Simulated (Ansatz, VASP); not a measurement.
# Pb: VASP beside Ansatz

```
Pb
1.0
     3.30907    0.00000    0.00000
    -1.65454    2.86574    0.00000
     0.00000    0.00000   10.74560
Pb
4
Cartesian
  1.6545 2.8657 0.0000
  1.6545 2.8657 5.3728
  0.0000 1.9105 2.6864
  1.6545 0.9552 8.0592
```

Alike in both runs: task single point; functional LDA; k mesh 12 × 12 × 4; occupations fermi-dirac, width 0.1 eV; no spin polarisation.

|  | VASP | Ansatz |
| --- | --- | --- |
| version | VASP 6.6.1 | Ansatz 0.2.0 |
| potentials or method | VASP PAW LDA potentials, release 64 (Pb_d), cutoff 520 eV | plane waves (420 eV) with PAW, scalar-relativistic |
| valence electrons in the cell | 56 | 56 |

VASP gave:

* pressure (GPa): 9.5
* traceless stress, the component that is largest in VASP (GPa): 0.55

Q: Estimate Ansatz's values.

A: Pressure (GPa): 9.4; traceless stress, the component that is largest in VASP (GPa): 0.55.

Ansatz warns that its potentials were made for another functional, while VASP's fit it. LDA's correlation is that of Perdew and Zunger in VASP and of Perdew and Wang (1992) in Ansatz.

Spin-orbit coupling is off throughout.
